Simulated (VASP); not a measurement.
# La in VASP: further runs

Aim: see how the results for La move with the level of theory and the settings. Levels: PBE, LDA, PBEsol+U, PBEsol. Tasks: single point.

All numbers are computed with VASP 6.6.1; they aren't measurements. Logs are shortened: lines on timing, memory, paths and dates and some standing lists are left out, and cuts for length are marked.

## (1) The cell of the first run

The typed cell holds 1 atom: a = 3.700 Å, b = 3.681 Å, c = 3.619 Å, α = 109.31°, β = 108.26°, γ = 110.01°.

## (2) Single point, PBE (the cell strained at random)

INCAR reads:

```
SYSTEM = La
PREC = Accurate
ENCUT = 520
EDIFF = 1E-6
ISMEAR = -1
SIGMA = 0.05
LREAL = .FALSE.
LASPH = .TRUE.
NELM = 80
ALGO = Fast
ISIF = 2
LWAVE = .FALSE.
LCHARG = .TRUE.
GGA = PE
LELF = .TRUE.
LVHAR = .TRUE.
NBANDS = 12
```

KPOINTS reads:

```
regular mesh
0
G
  9 9 9
  0 0 0
```

POSCAR reads:

```
La
1.0
   -2.1044780000      2.1793380000      2.1245200000
    2.1382030000     -2.1291200000      2.1080260000
    2.0847550000      2.1093970000     -2.0743020000
La
1
Direct
   -0.0161300000     -0.0171580000     -0.0149420000
```

Potentials or basis: VASP PAW PBE potentials, release 64 (La).

Run with:

```bash
$ cat potpaw_PBE.64/La/POTCAR > POTCAR
$ mpirun -np 1 vasp_std > vasp.out
```

OUTCAR:

```text
SYSTEM = La
   PREC = Accurate
   ENCUT = 520
   EDIFF = 1E-6
   ISMEAR = -1
   LREAL = .FALSE.
   LASPH = .TRUE.
   NELM = 80
   ISIF = 2
   GGA = PE

 ion  position               nearest neighbor table
   1  0.984  0.983  0.985-

  LATTYP: Found a triclinic cell.
 ALAT       =     5.9915519009
 B/A-ratio  =     0.6040477291
 C/A-ratio  =     1.0058694186
 COS(alpha) =     0.0040773726
 COS(beta)  =     0.5090126786
 COS(gamma) =     0.8113452093

  Lattice vectors:

 A1 = (  -4.2032350000,  -4.2690120000,  -0.0839420000)
 A2 = (  -2.0847550000,  -2.1093970000,   2.0743020000)
 A3 = (  -4.2566830000,  -0.0304950000,  -4.2662700000)

Analysis of symmetry for initial positions (statically):
=====================================================================
 Subroutine PRICEL returns:
 Original cell was already a primitive cell.

 Routine SETGRP: Setting up the symmetry group for a
 triclinic supercell.

 Subroutine GETGRP returns: Found  2 space group operations
 (whereof  1 operations were pure point group operations)
 out of a pool of  2 trial point group operations.

The static configuration has the point symmetry C_1 .
 The point group associated with its full space group is S_2 .

Analysis of symmetry for dynamics (positions and initial velocities):
=====================================================================
 Subroutine PRICEL returns:
 Original cell was already a primitive cell.

 Routine SETGRP: Setting up the symmetry group for a
 triclinic supercell.

 Subroutine GETGRP returns: Found  2 space group operations
 (whereof  1 operations were pure point group operations)
 out of a pool of  2 trial point group operations.

The dynamic configuration has the point symmetry C_1 .
 The point group associated with its full space group is S_2 .

 Subroutine INISYM returns: Found  2 space group operations
 (whereof  1 operations are pure point group operations),
 and found     1 'primitive' translations

----------------------------------------------------------------------------------------

                                     Primitive cell

  volume of cell :      38.3195

  direct lattice vectors                    reciprocal lattice vectors
    -2.104478000  2.179338000  2.124520000    -0.000788785  0.230430814  0.233536700
     2.138203000 -2.129120000  2.108026000     0.234921079 -0.001664446  0.234412307
     2.084755000  2.109397000 -2.074302000     0.237932545  0.234317943 -0.004675969

  length of vectors
     3.700260396  3.680874578  3.619183320     0.328082875  0.331873189  0.333974039

  position of ions in fractional coordinates (direct lattice)
     0.983870000  0.982842000  0.985058000

  ion indices of the primitive-cell ions
   primitive index   ion index
                 1           1

----------------------------------------------------------------------------------------

 KPOINTS: regular mesh

Automatic generation of k-mesh.
 Grid dimensions read from file:
 generate k-points for:    9    9    9

 Generating k-lattice:

  Cartesian coordinates                     Fractional coordinates (reciprocal lattice)
    -0.000087643  0.025603424  0.025948522     0.111111111  0.000000000 -0.000000000
     0.026102342 -0.000184938  0.026045812     0.000000000  0.111111111  0.000000000
     0.026436949  0.026035327 -0.000519552    -0.000000000  0.000000000  0.111111111

  Length of vectors
     0.036453653  0.036874799  0.037108227

  Shift w.r.t. Gamma in fractional coordinates (k-lattice)
     0.000000000  0.000000000  0.000000000

 Subroutine IBZKPT returns following result:
 ===========================================

 Found    365 irreducible k-points:

 Following reciprocal coordinates:
            Coordinates               Weight
  0.000000  0.000000  0.000000      1.000000
  0.111111  0.000000  0.000000      2.000000
  0.222222  0.000000  0.000000      2.000000
  0.333333  0.000000  0.000000      2.000000
  0.444444  0.000000  0.000000      2.000000
 -0.000000  0.111111  0.000000      2.000000
[... 16 lines left out ...]
 -0.111111  0.222222  0.000000      2.000000
 -0.000000  0.333333  0.000000      2.000000
 [... further k-points ...]
   k-points           NKPTS =    365   k-points in BZ     NKDIM =    365   number of bands    NBANDS=     12
   number of dos      NEDOS =    301   number of ions     NIONS =      1
   total plane-waves  NPLWV =  21952
   dimension x,y,z NGX =    28 NGY =   28 NGZ =   28
   dimension x,y,z NGXF=    56 NGYF=   56 NGZF=   56
   ions per type =               1
   NGX,Y,Z   is equivalent  to a cutoff of  12.58, 12.65, 12.86 a.u.
   NGXF,Y,Z  is equivalent  to a cutoff of  25.16, 25.29, 25.72 a.u.
 SYSTEM =  La
   PREC   = accura    normal or accurate (medium, high low for compatibility)
   ISTART =      0    job   : 0-new  1-cont  2-samecut
   ICHARG =      2    charge: 1-file 2-atom 10-const
   ISPIN  =      1    spin polarized calculation?
   LNONCOLLINEAR =      F non collinear calculations
   LSORBIT =      F    spin-orbit coupling
   LASPH  =      T    aspherical Exc in radial PAW
   ENCUT  =  520.0 eV  38.22 Ry    6.18 a.u.   6.88  6.84  6.73*2*pi/ulx,y,z
   NELM   =     80;   NELMIN=  2; NELMDL= -5     # of ELM steps
   EDIFF  = 0.1E-05   stopping-criterion for ELM
   LREAL  =      F    real-space projection
   EDIFFG = 0.1E-04   stopping-criterion for IOM
   NSW    =      0    number of steps for IOM
   IBRION =     -1    ionic relax: 0-MD 1-quasi-New 2-CG
   NFREE  =      0    steps in history (QN), initial steepest desc. (CG)
   ISIF   =      2    stress and relaxation
   ISYM   =      2    0-nonsym 1-usesym 2-fastsym
   POTIM  = 0.5000    time-step for ionic-motion
   TEBEG  =    0.0;   TEEND  =   0.0 temperature during run
   PSTRESS=    0.0 pullay stress
   NELECT =      11.0000    total number of electrons
   NUPDOWN=      -1.0000    fix difference up-down
   EMIN   =  10.00;   EMAX   =-10.00  energy-range for DOS
   EFERMI =   0.00;   METHOD = LEGACY
   ISMEAR =    -1;   SIGMA  =   0.05  broadening in eV -4-tet -1-fermi 0-gaus
   EFERMI_NEDOS =   21; number of points for ismear=-14 and -15
   IALGO  =     68    algorithm
   IMIX   =      4    mixing-type and parameters
     AMIX     =   0.40;   BMIX     =  1.00
     AMIX_MAG =   1.60;   BMIX_MAG =  1.00
  volume/ion in A,a.u.               =      38.32       258.59
  Fermi-wavevector in a.u.,A,eV,Ry     =   1.079939  2.040788 15.868031  1.166267
  Thomas-Fermi vector in A             =   2.215917
   LORBIT       =      0    0 simple, 1 ext, 2 COOP (PROOUT), +10 PAW based schemes
   GGA     = PE    functional components
   LHFCALC =     F    Hartree Fock is set to
   AEXX    =    0.0000 exact exchange contribution
   IVDW    =     0    specifies the selected vdW correction
   LEPSILON=     F    determine dielectric tensor
   LRPA    =     F    only Hartree local field effects (RPA)
 non-spin polarized calculation
 RMM-DIIS sequential band-by-band and
  energy-cutoff  :      520.00
  volume of cell :       38.32
 maximum number of plane-waves:      1047
   NGX = 13   NGY = 13   NGZ = 13

 number of electron      10.9999999 magnetization

 Free energy of the ion-electron system (eV)
  ---------------------------------------------------
  ext. energy  EPLUGINS =         0.00000000
  ---------------------------------------------------
  free energy    TOTEN  =        -4.77074785 eV

  energy without entropy =       -4.74438917  energy(sigma->0) =       -4.75756851

 E-fermi :   7.5726     XC(G=0):  -9.4351

 val. band max:        7.5723108135   @ k =   0.4444   0.2222   0.3333
 cond. band min:       7.5727202761   @ k =   0.2222   0.2222   0.4444
 fundamental gap:      0.0004094626
 Fermi energy:         7.5725805988

 k-point     1 :       0.0000    0.0000    0.0000
  band No.  band energies     occupation
      1     -25.3675      2.00000
      2      -8.4358      2.00000
      3      -8.4199      2.00000
      4      -8.3745      2.00000
      5       4.3732      2.00000
      6       8.8305      0.00000
      7       9.0280      0.00000
      8       9.0363      0.00000
      9       9.0503      0.00000
     10       9.0540      0.00000
     11       9.1924      0.00000
     12       9.7399      0.00000

 k-point     2 :       0.1111    0.0000    0.0000
  band No.  band energies     occupation
      1     -25.3481      2.00000
      2      -8.5924      2.00000
      3      -8.4586      2.00000
      4      -8.3819      2.00000
      5       4.7260      2.00000
      6       8.4933      0.00000
      7       8.5610      0.00000
      8       9.0288      0.00000
      9       9.2290      0.00000
     10       9.2912      0.00000
     11       9.3589      0.00000
     12       9.7074      0.00000

 k-point     3 :       0.2222    0.0000    0.0000
  band No.  band energies     occupation
      1     -25.2985      2.00000
      2      -8.9684      2.00000
      3      -8.5626      2.00000
      4      -8.3907      2.00000
      5       5.5194      2.00000
      6       8.0588      0.00012
      7       8.1231      0.00003
      8       9.0161      0.00000
      9       9.3179      0.00000
     10       9.4196      0.00000
     11       9.4903      0.00000
     12       9.6704      0.00000
[... 286 lines left out ...]
 k-point    23 :      -0.1111    0.2222    0.0000
  band No.  band energies     occupation
      1     -25.3104      2.00000
      2      -8.8524      2.00000
      3      -8.5337      2.00000
      4      -8.4151      2.00000
      5       5.3506      2.00000
      6       8.1407      0.00002
      7       8.1918      0.00001
      8       9.0413      0.00000
      9       9.2501      0.00000
     10       9.3877      0.00000
     11       9.4994      0.00000
     12       9.6892      0.00000

 k-point    24 :      -0.0000    0.3333    0.0000
  band No.  band energies     occupation
      1     -25.2356      2.00000
      2      -9.3673      2.00000
      3      -8.7009      2.00000
      4      -8.4146      2.00000
      5       5.9394      2.00000
      6       7.5550      1.17361
      7       8.5073      0.00000
      8       9.0407      0.00000
      9       9.3487      0.00000
     10       9.4665      0.00000
     11       9.5726      0.00000
     12       9.6693      0.00000

 [... further k-points ...]
[... 5 lines left out ...]
  --------------------------------------------------------------------------------------
  -------------------------------------------------------------------------------------
  Total       -0.1808492     -0.0217695     -0.1534722      0.0202200     -0.0413956     -0.0300676
  in kB       -7.5614860     -0.9102067     -6.4168267      0.8454191     -1.7307909     -1.2571585
  external PRESSURE =      -4.9628398 kB  Pullay stress =       0.0000000 kB

 VOLUME and BASIS-vectors are now :
 -----------------------------------------------------------------------------
  energy-cutoff  :      520.00
  volume of cell :       38.32
      direct lattice vectors                 reciprocal lattice vectors
    -2.104478000  2.179338000  2.124520000    -0.000788785  0.230430814  0.233536700
     2.138203000 -2.129120000  2.108026000     0.234921079 -0.001664446  0.234412307
     2.084755000  2.109397000 -2.074302000     0.237932545  0.234317943 -0.004675969

 POSITION                                       TOTAL-FORCE (eV/Angst)
 -----------------------------------------------------------------------------------
      2.08459      2.12948      2.11880         0.000000      0.000000      0.000000
 -----------------------------------------------------------------------------------
    total drift:                               -0.000001     -0.000007     -0.000002

  FREE ENERGIE OF THE ION-ELECTRON SYSTEM (eV)
  ---------------------------------------------------
  free  energy   TOTEN  =        -4.7707478462 eV

  energy  without entropy=       -4.7443891663  energy(sigma->0) =       -4.75756851
```

It took 4.1 min on 1 thread of Intel Xeon Platinum 8488C (Sapphire Rapids), shared host; peak memory 0.33 GiB.

Results:

```
Free energy : -4.7707 eV
Pressure    : -0.5 GPa
```

Stress tensor (GPa, compression positive):
```
-0.76  0.08 -0.13
 0.08 -0.09 -0.17
-0.13 -0.17 -0.64
```

Levels at points of the mesh, in eV from the Fermi level:
```
           k point  band 4  band 5  band 6  band 7  band 8  band 9
(0.00, 0.00, 0.00)  -15.95   -3.20    1.26    1.46    1.46    1.48
```

Caveat: the cell differs from its parent crystal (the cell strained at random); spin-orbit coupling is left out, which moves the levels of the heavy elements.

## (3) Single point, LDA

INCAR reads:

```
PREC = Accurate ; ENCUT = 520
EDIFF = 1E-7 ; ISMEAR = 0
SIGMA = 0.1 ; LREAL = False
LASPH = True ; NELM = 60
ALGO = Normal ; ISIF = 2
LWAVE = False ; LCHARG = False
GGA = CA ; NBANDS = 12
```

KPOINTS reads:

```
Automatic mesh
0
Gamma
  9 9 9
```

POSCAR reads:

```
La
1.0
   -2.1238310710      2.1238310710      2.1238310710
    2.1238310710     -2.1238310710      2.1238310710
    2.1238310710      2.1238310710     -2.1238310710
La
1
Direct
    0.0000000000      0.0000000000      0.0000000000
```

Potentials or basis: VASP PAW LDA potentials, release 64 (La).

Run with:

```bash
$ cat potpaw_LDA.64/La/POTCAR > POTCAR
$ mpirun -np 1 vasp_std > vasp.out
```

OUTCAR:

```text
PREC = Accurate
   ENCUT = 520
   EDIFF = 1E-7
   ISMEAR = 0
   LREAL = False
   LASPH = True
   NELM = 60
   ISIF = 2
   GGA = CA

 ion  position               nearest neighbor table
   1  0.000  0.000  0.000-

  LATTYP: Found a body centered cubic cell.
 ALAT       =     4.2476621420

  Lattice vectors:

 A1 = (  -2.1238310710,   2.1238310710,   2.1238310710)
 A2 = (   2.1238310710,  -2.1238310710,   2.1238310710)
[... 538 lines left out ...]
     11       9.2469      0.00000
     12       9.2892      0.00000

 [... further k-points ...]

------------------------ aborting loop because EDIFF is reached ----------------------------------------

  FORCE on cell =-STRESS in cart. coord.  units (eV):
  Direction    XX          YY          ZZ          XY          YZ          ZX
  --------------------------------------------------------------------------------------
  -------------------------------------------------------------------------------------
  Total       -0.9338311     -0.9338311     -0.9338311      0.0000000      0.0000000      0.0000000
  in kB      -39.0444253    -39.0444253    -39.0444253      0.0000000      0.0000000      0.0000000
  external PRESSURE =     -39.0444253 kB  Pullay stress =       0.0000000 kB

 VOLUME and BASIS-vectors are now :
 -----------------------------------------------------------------------------
  energy-cutoff  :      520.00
  volume of cell :       38.32
      direct lattice vectors                 reciprocal lattice vectors
    -2.123831071  2.123831071  2.123831071     0.000000000  0.235423620  0.235423620
     2.123831071 -2.123831071  2.123831071     0.235423620  0.000000000  0.235423620
     2.123831071  2.123831071 -2.123831071     0.235423620  0.235423620  0.000000000

 POSITION                                       TOTAL-FORCE (eV/Angst)
 -----------------------------------------------------------------------------------
      0.00000      0.00000      0.00000         0.000000     -0.000000      0.000000
 -----------------------------------------------------------------------------------
    total drift:                                0.000000      0.000000     -0.000000

  FREE ENERGIE OF THE ION-ELECTRON SYSTEM (eV)
  ---------------------------------------------------
  free  energy   TOTEN  =        -5.3752468487 eV

  energy  without entropy=       -5.3567247358  energy(sigma->0) =       -5.36598579
```

Run time: 18 s. Hardware: 1 thread of Intel Xeon 6975P-C, shared host; peak memory 0.16 GiB.

What came out:

```
Free energy : -5.3752 eV
Pressure    : -3.9 GPa
```

Caveat: spin-orbit coupling is left out, which moves the levels of the heavy elements.

## (4) Single point, PBEsol+U

INCAR reads:

```
PREC     = Accurate       # precision mode
ENCUT    = 520            # plane-wave cutoff, eV
EDIFF    = 1E-7           # SCF threshold, eV
ISMEAR   = 0              # smearing method
SIGMA    = 0.05           # smearing width, eV
LREAL    = F              # projectors in reciprocal space
LASPH    = T              # aspherical terms in the spheres
NELM     = 150            # most SCF steps
ALGO     = Fast           # electronic algorithm
ISIF     = 2              # what is computed and relaxed
LWAVE    = F              # write WAVECAR
LCHARG   = F              # write CHGCAR
LMAXMIX  = 6              # l up to which the mixer works
LDAU     = T              # DFT+U
LDAUTYPE = 2            
LDAUL    = 3              # shell
LDAUU    = 6              # U, eV
LDAUJ    = 0            
LDAUPRINT= 1            
GGA      = PS             # functional
NBANDS   = 12             # bands
```

KPOINTS reads:

```
regular mesh
0
Gamma
  9 9 9
```

POSCAR is that of step 3.

Potentials or basis: VASP PAW PBE potentials, release 64 (La).

Run with:

```bash
$ cat potpaw_PBE.64/La/POTCAR > POTCAR
$ mpirun -np 1 vasp_std > vasp.out
```

Wall time 53 s (1 thread of Intel Xeon 6975P-C, shared host); peak memory 0.17 GiB.

It converged, with:

```yaml
Free_energy: -5.0647 eV
Pressure: -1.6 GPa
```

Levels at points of the mesh, in eV from the Fermi level:
```csv
k point,band 3,band 4,band 5,band 6,band 7,band 8
"(0.00, 0.00, 0.00)",-16.04,-16.04,-3.33,1.36,1.36,1.36
```

Eigenvalues of the final occupation matrices:
```tsv
site	spin	trace	eigenvalues
site 1 f	1	0.01	0.00 0.00 0.00 0.00 0.00 0.00 0.00
site 1 f	2	0.01	0.00 0.00 0.00 0.00 0.00 0.00 0.00
```

Caveat: the PAW data sets were made with another functional, which shifts forces and pressure a little; spin-orbit coupling is left out, which moves the levels of the heavy elements; U without spin polarisation on a metal has little footing; the U is typed as a test and isn't derived for this compound.

## (5) Single point, PBEsol (volume scaled by 0.94)

INCAR reads:

```
PREC = Accurate ; ENCUT = 520
EDIFF = 1E-6 ; ISMEAR = -1
SIGMA = 0.05 ; LREAL = F
LASPH = T ; NELM = 80
ALGO = Fast ; ISIF = 2
LWAVE = F ; LCHARG = T
GGA = PS ; LELF = T
LVHAR = T ; NBANDS = 12
```

KPOINTS is that of step 4.

POSCAR reads:

```
La
1.0
   -2.0804754144      2.0804754144      2.0804754144
    2.0804754144     -2.0804754144      2.0804754144
    2.0804754144      2.0804754144     -2.0804754144
La
1
Direct
    0.0000000000      0.0000000000      0.0000000000
```

Run with:

```bash
$ cat potpaw_PBE.64/La/POTCAR > POTCAR
$ mpirun -np 1 vasp_std > vasp.out
```

It took 25 s on 1 thread of Intel Xeon Platinum 8488C (Sapphire Rapids), shared host; peak memory 0.17 GiB.

It converged, with:

```yaml
Free_energy: -5.2200 eV
Pressure: -1.1 GPa
```

Levels at points of the mesh, in eV from the Fermi level:
```
           k point  band 3  band 4  band 5  band 6  band 7  band 8  band 9  band 10
(0.00, 0.00, 0.00)  -15.66  -15.66   -3.21    1.52    1.52    1.52    1.60     1.60
```

Caveat: the PAW data sets were made with another functional, which shifts forces and pressure a little; spin-orbit coupling is left out, which moves the levels of the heavy elements.

## (6) Summary

```csv
level,potentials or basis,U,cell,smearing,gap on the mesh (eV),pressure (GPa)
PBE,"VASP PAW PBE potentials, release 64 (La)",-,"a = 3.700, b = 3.681, c = 3.619 Å, angles 109.3, 108.3, 110.0°, 1 atom",fermi-dirac 0.05 eV,none,-0.5
LDA,"VASP PAW LDA potentials, release 64 (La)",-,"a = 3.679 Å, angles 109.5°, 1 atom",gaussian 0.1 eV,none,-3.9
PBEsol+U,"VASP PAW PBE potentials, release 64 (La)",La f U = 6.0 eV,"a = 3.679 Å, angles 109.5°, 1 atom",gaussian 0.05 eV,none,-1.6
PBEsol,"VASP PAW PBE potentials, release 64 (La)",-,"a = 3.603 Å, angles 109.5°, 1 atom",fermi-dirac 0.05 eV,none,-1.1
```

Alike in all rows: task single point; no spin polarisation; k mesh 9 × 9 × 9; cutoff (eV) 520.

Caveats: spin-orbit coupling is left out, which moves the levels of the heavy elements; the PAW data sets were made with another functional, which shifts forces and pressure a little (some runs); U without spin polarisation on a metal has little footing (some runs); the U is typed as a test and isn't derived for this compound (some runs).

Total energies depend on the potentials used, so only differences within one code and one set of settings carry meaning.
